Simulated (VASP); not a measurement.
ZnS4: relaxation of cell and atoms with PBE

ZnS4:

```
CELL_PARAMETERS angstrom
3.14634 -2.51212 0.00000
3.14634 2.51212 0.00000
-2.17024 0.00000 7.12074
ATOMIC_POSITIONS crystal
Zn 0.03188 0.96812 0.00000
S 0.45146 0.99954 0.82406
S 0.65587 0.64166 0.59103
S 0.00046 0.54854 0.17594
S 0.35834 0.34413 0.40897
```

```
Program                : VASP 6.6.1
Task                   : relaxation of cell and atoms
Functional             : PBE
Potentials or basis    : VASP PAW PBE potentials, release 64 (Zn, S)
Cutoff                 : 600 eV
k mesh                 : 8 × 8 × 4
Occupations            : gaussian, width 0.02 eV
Spin                   : no spin polarisation
Dipole correction      : no
Further INCAR settings : ALGO = Normal; EDIFF = 1e-06; IBRION = 2; EDIFFG = -0.01; NSW = 100; ISIF = 3
```

```json
{
  "Relaxed volume": "22.07 Å³/atom",
  "Relaxed cell": "a = 4.011 Å, b = 4.011 Å, c = 7.505 Å, α = 104.16°, β = 104.16°, γ = 73.78°",
  "Space group after relaxing (to 0.1 Å)": "C2 (No. 5)",
  "Energy gained by relaxing": "2.1 meV/atom",
  "Ionic steps": "28",
  "Pressure after relaxing": "0.0 GPa",
  "Largest force after relaxing": "0.006 eV/Å",
  "Band gap on the k mesh": "1.50 eV (least direct gap 1.63 eV)"
}
```

Forces on the atoms (eV/Å):
```
Zn   0.000  0.004  0.000
S    0.003  0.001 -0.005
S    0.000 -0.003 -0.001
S   -0.003  0.001  0.005
S    0.000 -0.003  0.001
```

Step by step:
```csv
step,energy change (eV),largest force (eV/Å),pressure (GPa),volume (Å³)
1,0.0000,0.0810,-0.19,112.56
2,-0.0017,0.0594,0.06,112.13
3,-0.0021,0.0776,0.20,111.86
4,-0.0033,0.0684,0.10,111.90
5,-0.0041,0.1369,-0.14,111.96
6,-0.0049,0.1027,-0.14,111.90
7,-0.0061,0.0470,-0.11,111.75
8,-0.0059,0.1633,-0.09,111.47
9,-0.0065,0.0739,-0.12,111.63
10,-0.0070,0.0707,-0.08,111.46
11,-0.0082,0.0607,0.01,110.95
12,-0.0085,0.0527,0.22,109.92
13,-0.0087,0.0495,0.16,110.27
14,-0.0092,0.0714,-0.07,110.42
15,-0.0092,0.0658,-0.06,110.40
16,-0.0097,0.0386,-0.04,110.38
17,-0.0098,0.0516,-0.03,110.36
18,-0.0102,0.0248,-0.01,110.27
19,-0.0103,0.0187,0.02,110.21
20,-0.0104,0.0140,0.02,110.23
21,-0.0104,0.0163,0.03,110.24
22,-0.0104,0.0180,-0.06,110.33
23,-0.0104,0.0172,-0.02,110.31
24,-0.0105,0.0141,0.00,110.30
25,-0.0105,0.0107,0.03,110.30
26,-0.0105,0.0118,-0.02,110.36
27,-0.0105,0.0101,-0.01,110.35
28,-0.0105,0.0060,0.00,110.36
```

Final structure:
```cif
data_structure
_symmetry_space_group_name_H-M 'P 1'
_symmetry_Int_Tables_number 1
_cell_length_a 4.0106
_cell_length_b 4.0106
_cell_length_c 7.5053
_cell_angle_alpha 104.158
_cell_angle_beta 104.158
_cell_angle_gamma 73.782
_cell_volume 110.36
loop_
_atom_site_label
_atom_site_type_symbol
_atom_site_fract_x
_atom_site_fract_y
_atom_site_fract_z
_atom_site_occupancy
Zn1 Zn 0.03277 0.96723 0.00000 1
S1 S 0.43948 0.00251 0.82228 1
S2 S 0.66056 0.63229 0.59277 1
S3 S 0.99749 0.56052 0.17772 1
S4 S 0.36771 0.33944 0.40723 1
```

Levels at points of the mesh, in eV from the valence-band top:
```
           k point  band 15  band 16  band 17  band 18  band 19  band 20  band 21  band 22
(0.00, 0.00, 0.00)    -1.85    -1.56    -1.14    -0.80     1.63     2.21     3.34     3.63
(0.50, 0.00, 0.00)    -2.09    -1.21    -0.88    -0.15     1.78     3.02     3.39     4.16
(0.50, 0.50, 0.00)    -2.68    -2.43    -1.19    -0.41     2.75     2.81     3.96     4.50
(0.00, 0.00, 0.50)    -1.67    -1.20    -1.00    -0.12     1.50     2.20     2.31     4.09
(0.50, 0.00, 0.50)    -2.16    -1.74    -0.67    -0.03     2.45     2.45     2.83     5.07
(0.50, 0.50, 0.50)    -2.12    -1.70    -1.32    -0.79     1.93     2.32     3.20     5.16
```

It took 15 min on 1 thread of Intel(R) Xeon(R) 6975P-C (Granite Rapids), with other jobs on the host, peak memory 0.38 GiB.

A k mesh can miss the band edges.
